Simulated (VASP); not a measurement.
# SmF (C2/m) in VASP: notebook, part 2 of 2

VASP 6.6.1. The steps go on from the part before.

## 3. Single point, PBE

This run uses another cell than the first one, of 21.17 Å³/atom.

The input, INCAR:

```
PREC     = Accurate       # precision mode
ENCUT    = 600            # plane-wave cutoff, eV
EDIFF    = 1E-6           # SCF threshold, eV
ISMEAR   = 0              # smearing method
SIGMA    = 0.1            # smearing width, eV
LREAL    = False          # projectors in reciprocal space
LASPH    = True           # aspherical terms in the spheres
NELM     = 200            # most SCF steps
ALGO     = Normal         # electronic algorithm
ISIF     = 2              # what is computed and relaxed
LWAVE    = False          # write WAVECAR
LCHARG   = False          # write CHGCAR
GGA      = PE             # functional
NBANDS   = 16             # bands
GGA_COMPAT= False        
LMAXMIX  = 6              # l up to which the mixer works
```

The input, KPOINTS:

```
regular mesh
0
Gamma
  6 6 4
```

The input, POSCAR:

```
SmF
1.0
    3.4958421875     -1.5534782699      0.0131642554
    3.4958421875      1.5534782699      0.0131642554
   -0.0378860847      0.0000000000      3.8985164394
Sm F
1 1
Direct
    0.0000000000      0.0000000000      0.5000000000
    0.5000000000      0.5000000000      0.0000000000
```

Potentials or basis: VASP PAW PBE potentials, release 64 (Sm_3, F), 4f in core.

Run with:

```bash
> cat potpaw_PBE.64/Sm_3/POTCAR potpaw_PBE.64/F/POTCAR > POTCAR
> mpirun -np 1 vasp_std > vasp.out
```

OUTCAR:

```text
PREC = Accurate
   ENCUT = 600
   EDIFF = 1E-6
   ISMEAR = 0
   LREAL = False
   LASPH = True
   NELM = 200
   ISIF = 2
   GGA = PE

 ion  position               nearest neighbor table
   1  0.000  0.000  0.500-   2 2.49   2 2.49   2 2.49   2 2.49
   2  0.500  0.500  0.000-   1 2.49   1 2.49   1 2.49   1 2.49

  LATTYP: Found a base centered monoclinic cell.
 ALAT       =     6.9917339473
 B/A-ratio  =     0.4443756818
 C/A-ratio  =     0.5576156865
 COS(beta)  =    -0.0059520649

  Lattice vectors:

 A1 = (   3.4958421875,  -1.5534782699,   0.0131642554)
 A2 = (   3.4958421875,   1.5534782699,   0.0131642554)
 A3 = (  -0.0378860847,   0.0000000000,   3.8985164394)

Analysis of symmetry for initial positions (statically):
=====================================================================
 Subroutine PRICEL returns:
 Original cell was already a primitive cell.

 Routine SETGRP: Setting up the symmetry group for a
 base centered monoclinic supercell.

 Subroutine GETGRP returns: Found  4 space group operations
 (whereof  4 operations were pure point group operations)
 out of a pool of  4 trial point group operations.

The static configuration has the point symmetry C_2h.

Analysis of symmetry for dynamics (positions and initial velocities):
=====================================================================
 Subroutine PRICEL returns:
 Original cell was already a primitive cell.

 Routine SETGRP: Setting up the symmetry group for a
 base centered monoclinic supercell.

 Subroutine GETGRP returns: Found  4 space group operations
 (whereof  4 operations were pure point group operations)
 out of a pool of  4 trial point group operations.

The dynamic configuration has the point symmetry C_2h.

 Subroutine INISYM returns: Found  4 space group operations
 (whereof  4 operations are pure point group operations),
 and found     1 'primitive' translations

----------------------------------------------------------------------------------------

                                     Primitive cell

  volume of cell :      42.3450

  direct lattice vectors                    reciprocal lattice vectors
     3.495842188 -1.553478270  0.013164255     0.143021817 -0.321858380  0.001389897
     3.495842188  1.553478270  0.013164255     0.143021817  0.321858380  0.001389897
    -0.037886085  0.000000000  3.898516439    -0.000965893  0.000000000  0.256498445

  length of vectors
     3.825490901  3.825490901  3.898700525     0.352207310  0.352207310  0.256500264

  position of ions in fractional coordinates (direct lattice)
     0.000000000  0.000000000  0.500000000
     0.500000000  0.500000000  0.000000000

  ion indices of the primitive-cell ions
   primitive index   ion index
                 1           1
                 2           2

----------------------------------------------------------------------------------------

 KPOINTS: regular mesh

Automatic generation of k-mesh.
 Grid dimensions read from file:
 generate k-points for:    6    6    4

 Generating k-lattice:

  Cartesian coordinates                     Fractional coordinates (reciprocal lattice)
     0.023836970 -0.053643063  0.000231650     0.166666667 -0.000000000  0.000000000
     0.023836970  0.053643063  0.000231650    -0.000000000  0.166666667  0.000000000
    -0.000241473  0.000000000  0.064124611     0.000000000  0.000000000  0.250000000

  Length of vectors
     0.058701218  0.058701218  0.064125066

  Shift w.r.t. Gamma in fractional coordinates (k-lattice)
     0.000000000  0.000000000  0.000000000

 Subroutine IBZKPT returns following result:
 ===========================================

 Found     47 irreducible k-points:

 Following reciprocal coordinates:
            Coordinates               Weight
  0.000000  0.000000  0.000000      1.000000
  0.166667  0.000000  0.000000      4.000000
  0.333333 -0.000000  0.000000      4.000000
  0.500000  0.000000  0.000000      2.000000
  0.166667  0.166667  0.000000      2.000000
  0.333333  0.166667  0.000000      4.000000
[... 16 lines left out ...]
 -0.333333  0.166667  0.250000      4.000000
 -0.166667  0.166667  0.250000      4.000000
 [... further k-points ...]
   k-points           NKPTS =     47   k-points in BZ     NKDIM =     47   number of bands    NBANDS=     16
   number of dos      NEDOS =    301   number of ions     NIONS =      2
   total plane-waves  NPLWV =  32768
   dimension x,y,z NGX =    32 NGY =   32 NGZ =   32
   dimension x,y,z NGXF=    64 NGYF=   64 NGZF=   64
   ions per type =               1   1
   NGX,Y,Z   is equivalent  to a cutoff of  13.91, 13.91, 13.65 a.u.
   NGXF,Y,Z  is equivalent  to a cutoff of  27.81, 27.81, 27.29 a.u.
 SYSTEM =  unknown system
   PREC   = accura    normal or accurate (medium, high low for compatibility)
   ISTART =      0    job   : 0-new  1-cont  2-samecut
   ICHARG =      2    charge: 1-file 2-atom 10-const
   ISPIN  =      1    spin polarized calculation?
   LNONCOLLINEAR =      F non collinear calculations
   LSORBIT =      F    spin-orbit coupling
   LASPH  =      T    aspherical Exc in radial PAW
   ENCUT  =  600.0 eV  44.10 Ry    6.64 a.u.   7.64  7.64  7.79*2*pi/ulx,y,z
   NELM   =    200;   NELMIN=  2; NELMDL= -5     # of ELM steps
   EDIFF  = 0.1E-05   stopping-criterion for ELM
   LREAL  =      F    real-space projection
   EDIFFG = 0.1E-04   stopping-criterion for IOM
   NSW    =      0    number of steps for IOM
   IBRION =     -1    ionic relax: 0-MD 1-quasi-New 2-CG
   NFREE  =      0    steps in history (QN), initial steepest desc. (CG)
   ISIF   =      2    stress and relaxation
   ISYM   =      2    0-nonsym 1-usesym 2-fastsym
   POTIM  = 0.5000    time-step for ionic-motion
   TEBEG  =    0.0;   TEEND  =   0.0 temperature during run
   PSTRESS=    0.0 pullay stress
   NELECT =      18.0000    total number of electrons
   NUPDOWN=      -1.0000    fix difference up-down
   EMIN   =  10.00;   EMAX   =-10.00  energy-range for DOS
   EFERMI =   0.00;   METHOD = LEGACY
   ISMEAR =     0;   SIGMA  =   0.10  broadening in eV -4-tet -1-fermi 0-gaus
   EFERMI_NEDOS =   21; number of points for ismear=-14 and -15
   IALGO  =     38    algorithm
   IMIX   =      4    mixing-type and parameters
     AMIX     =   0.40;   BMIX     =  1.00
     AMIX_MAG =   1.60;   BMIX_MAG =  1.00
  volume/ion in A,a.u.               =      21.17       142.88
  Fermi-wavevector in a.u.,A,eV,Ry     =   1.230925  2.326111 20.615225  1.515176
  Thomas-Fermi vector in A             =   2.365755
   LORBIT       =      0    0 simple, 1 ext, 2 COOP (PROOUT), +10 PAW based schemes
   GGA     = PE    functional components
   LHFCALC =     F    Hartree Fock is set to
   AEXX    =    0.0000 exact exchange contribution
   IVDW    =     0    specifies the selected vdW correction
   LEPSILON=     F    determine dielectric tensor
   LRPA    =     F    only Hartree local field effects (RPA)
 non-spin polarized calculation
 Gauss-broadening in eV      SIGMA  =   0.10
  energy-cutoff  :      600.00
  volume of cell :       42.35
 maximum number of plane-waves:      1444
 NGX is ok and might be reduce to    32
   NGX = 15   NGY = 15   NGZ = 15

 number of electron      17.9999998 magnetization

 Free energy of the ion-electron system (eV)
  ---------------------------------------------------
  ext. energy  EPLUGINS =         0.00000000
  ---------------------------------------------------
  free energy    TOTEN  =       -10.93085381 eV

  energy without entropy =      -10.92637973  energy(sigma->0) =      -10.92861677

 E-fermi :   3.9478     XC(G=0):  -9.6390

 val. band max:        3.9469171100   @ k =  -0.3333   0.3333   0.2500
 cond. band min:       4.0063722510   @ k =   0.3333   0.3333   0.0000
 fundamental gap:      0.0594551409
 Fermi energy:         3.9478337504

 k-point     1 :       0.0000    0.0000    0.0000
  band No.  band energies     occupation
      1     -38.1004      2.00000
      2     -22.2247      2.00000
      3     -17.7227      2.00000
      4     -17.1458      2.00000
      5     -16.6084      2.00000
      6      -3.5095      2.00000
[... 8 lines left out ...]
     15      12.0705      0.00000
     16      14.1139      0.00000
[... 419 lines left out ...]
 k-point    24 :      -0.1667    0.1667    0.2500
  band No.  band energies     occupation
      1     -37.9422      2.00000
      2     -22.3561      2.00000
      3     -17.8180      2.00000
      4     -17.4169      2.00000
      5     -17.0795      2.00000
      6      -4.4916      2.00000
[... 8 lines left out ...]
     15      11.3846      0.00000
     16      13.9074      0.00000

 [... further k-points ...]

------------------------ aborting loop because EDIFF is reached ----------------------------------------

  FORCE on cell =-STRESS in cart. coord.  units (eV):
  Direction    XX          YY          ZZ          XY          YZ          ZX
  --------------------------------------------------------------------------------------
  -------------------------------------------------------------------------------------
  Total        0.0064363      0.1832722      0.1181795      0.0000000      0.0000000      0.0140501
  in kB        0.2435258      6.9343355      4.4714713      0.0000000      0.0000000      0.5316050
  external PRESSURE =       3.8831109 kB  Pullay stress =       0.0000000 kB

 VOLUME and BASIS-vectors are now :
 -----------------------------------------------------------------------------
  energy-cutoff  :      600.00
  volume of cell :       42.35
      direct lattice vectors                 reciprocal lattice vectors
     3.495842188 -1.553478270  0.013164255     0.143021817 -0.321858380  0.001389897
     3.495842188  1.553478270  0.013164255     0.143021817  0.321858380  0.001389897
    -0.037886085  0.000000000  3.898516439    -0.000965893  0.000000000  0.256498445

 POSITION                                       TOTAL-FORCE (eV/Angst)
 -----------------------------------------------------------------------------------
     -0.01894      0.00000      1.94926         0.000000      0.000000      0.000000
      3.49584      0.00000      0.01316        -0.000000     -0.000000      0.000000
 -----------------------------------------------------------------------------------
    total drift:                               -0.000000     -0.000000     -0.000000

  FREE ENERGIE OF THE ION-ELECTRON SYSTEM (eV)
  ---------------------------------------------------
  free  energy   TOTEN  =       -10.9308538117 eV

  energy  without entropy=      -10.9263797321  energy(sigma->0) =      -10.92861677
```

Run time: 44 s. Hardware: 1 thread of AMD EPYC 7R43 (Zen 3), shared host; peak memory 0.17 GiB.

What came out:

```yaml
Free_energy: -10.9309 eV
Pressure: 0.4 GPa
Band_gap_on_the_k_mesh: zero (bands 9 and 10 overlap by 1.47 eV)
```

Levels at points of the mesh, in eV from the Fermi level:
| k point | band 6 | band 7 | band 8 | band 9 | band 10 | band 11 | band 12 | band 13 |
| --- | --- | --- | --- | --- | --- | --- | --- | --- |
| (0.00, 0.00, 0.00) | -7.46 | -7.23 | -7.11 | -3.04 | -1.14 | 1.39 | 3.28 | 3.48 |
| (0.50, 0.00, 0.00) | -8.84 | -8.77 | -7.41 | -1.07 | 2.83 | 3.21 | 3.51 | 4.30 |
| (0.50, 0.50, 0.00) | -7.61 | -7.44 | -7.26 | -1.59 | 0.80 | 1.66 | 1.78 | 4.29 |
| (0.00, 0.00, 0.50) | -8.60 | -7.72 | -7.27 | -2.00 | 0.36 | 1.85 | 2.98 | 3.71 |
| (0.50, 0.00, 0.50) | -7.70 | -7.40 | -7.19 | -1.43 | 0.51 | 2.25 | 4.03 | 5.21 |
| (0.50, 0.50, 0.50) | -8.54 | -7.97 | -7.77 | -0.36 | 0.23 | 2.43 | 5.21 | 5.57 |

Caveat: the k points lie up to 0.40 Å⁻¹ apart, too coarse for converged energies and pressures of a metal; spin-orbit coupling is left out, which moves the levels of the heavy elements; the 4f electrons are frozen in the core, so they carry no moment and show no levels; the run has no spin polarisation, though such a crystal can be magnetic. Spin polarisation is off, so any magnetic state and its effect on volume and gap are missing.

## 4. Relaxation of cell and atoms, PBE

The input, INCAR:

```
SYSTEM = SmF
ALGO     = Normal         ! electronic algorithm
EDIFF    = 1E-7           ! SCF threshold, eV
EDIFFG   = -0.04          ! ionic threshold
ENCUT    = 600            ! plane-wave cutoff, eV
GGA      = PE             ! functional
GGA_COMPAT= .FALSE.      
IBRION   = 2              ! ionic algorithm
ISIF     = 3              ! what is computed and relaxed
ISMEAR   = 0              ! smearing method
LASPH    = .TRUE.         ! aspherical terms in the spheres
LCHARG   = .FALSE.        ! write CHGCAR
LMAXMIX  = 6              ! l up to which the mixer works
LREAL    = .FALSE.        ! projectors in reciprocal space
LWAVE    = .FALSE.        ! write WAVECAR
NELM     = 200            ! most SCF steps
NELMIN   = 4            
NSW      = 90             ! ionic steps
PREC     = Accurate       ! precision mode
SIGMA    = 0.1            ! smearing width, eV
```

The input, KPOINTS:

```
k-points
0
G
  6 6 4
  0 0 0
```

The input, POSCAR:

```
SmF
1.0
    3.4373598171     -1.5542206897      0.0000000000
    3.4373598171      1.5542206897      0.0000000000
   -0.0520045829      0.0000000000      3.9175561622
Sm F
1 1
Direct
    0.0000000000      0.0000000000      0.5000000000
    0.5000000000      0.5000000000      0.0000000000
```

Run with:

```bash
> cat potpaw_PBE.64/Sm_3/POTCAR potpaw_PBE.64/F/POTCAR > POTCAR
> mpirun -np 1 vasp_std > vasp.out
```

Wall time 1.7 min (1 thread of AMD EPYC 7R43 (Zen 3), shared host); peak memory 0.17 GiB.

It converged, with:

| Quantity | Value |
| --- | --- |
| Free energy | -10.9306 eV |
| Relaxed volume | 21.28 Å³/atom |
| Relaxed cell | a = 3.831 Å, b = 3.831 Å, c = 3.899 Å, α = 90.44°, β = 90.44°, γ = 48.04° |
| Space group after relaxing (to 0.1 Å) | Cmmm (No. 65) |
| Energy gained by relaxing | 1.4 meV/atom |
| Ionic steps | 4 |
| Pressure after relaxing | 0.0 GPa |
| Band gap on the k mesh | zero (bands 9 and 10 overlap by 1.45 eV) |

Stress tensor (GPa, compression positive):
```
-0.07  0.00  0.08
 0.00  0.03  0.00
 0.08  0.00  0.19
```

Step by step:
```tsv
step	energy change (eV)	largest force (eV/Å)	pressure (GPa)	volume (Å³)
1	0.0000	0.0000	0.52	41.86
2	-0.0019	0.0000	0.09	42.27
3	-0.0023	0.0000	-0.28	42.64
4	-0.0028	0.0000	0.05	42.56
```

Final structure:
```
Sm F
1.0
     3.49947   -1.55970    0.00911
     3.49947    1.55970    0.00911
    -0.04258    0.00000    3.89897
Sm F
1 1
Direct
  0.00000 0.00000 0.50000
  0.50000 0.50000 0.00000
```

Levels at points of the mesh, in eV from the Fermi level:
```csv
k point,band 6,band 7,band 8,band 9,band 10,band 11,band 12,band 13
"(0.00, 0.00, 0.00)",-7.44,-7.21,-7.08,-3.04,-1.12,1.37,3.28,3.42
"(0.50, 0.00, 0.00)",-8.81,-8.73,-7.39,-1.06,2.82,3.18,3.45,4.28
"(0.50, 0.50, 0.00)",-7.58,-7.42,-7.25,-1.58,0.82,1.64,1.74,4.25
"(0.00, 0.00, 0.50)",-8.57,-7.71,-7.24,-1.98,0.39,1.84,2.96,3.66
"(0.50, 0.00, 0.50)",-7.67,-7.38,-7.17,-1.41,0.50,2.25,4.01,5.17
"(0.50, 0.50, 0.50)",-8.51,-7.94,-7.76,-0.33,0.23,2.42,5.18,5.51
```

Caveat: the k points lie up to 0.40 Å⁻¹ apart in the final cell, too coarse for converged energies and pressures of a metal; spin-orbit coupling is left out, which moves the levels of the heavy elements; the 4f electrons are frozen in the core, so they carry no moment and show no levels; the run has no spin polarisation, though such a crystal can be magnetic. With open d or f shells a metallic result of PBE can be an artefact of self-interaction; +U or a hybrid may open a gap.

## 5. The runs side by side

| task | cell | gap on the mesh (eV) | pressure (GPa) |
| --- | --- | --- | --- |
| single point | a = 3.772, b = 3.772, c = 3.918 Å, angles 90.7, 90.7, 48.7°, 2 atoms | none | 0.5 |
| single point | a = 3.825, b = 3.825, c = 3.899 Å, angles 90.3, 90.3, 47.9°, 2 atoms | none | 0.4 |
| relaxation of cell and atoms | relaxed from a = 3.772, b = 3.772, c = 3.918 Å, angles 90.7, 90.7, 48.7°, 2 atoms | none | 0.0 |

Alike in all rows: level PBE; potentials or basis VASP PAW PBE potentials, release 64 (Sm_3, F), 4f in core; no spin polarisation; k mesh 6 × 6 × 4; cutoff (eV) 600; smearing gaussian 0.1 eV.

Caveats: all runs use coarse meshes; spin-orbit coupling is left out, which moves the levels of the heavy elements; the 4f electrons are frozen in the core, so they carry no moment and show no levels; the run has no spin polarisation, though such a crystal can be magnetic.

Absolute energies hang on the potentials; compare differences alone.
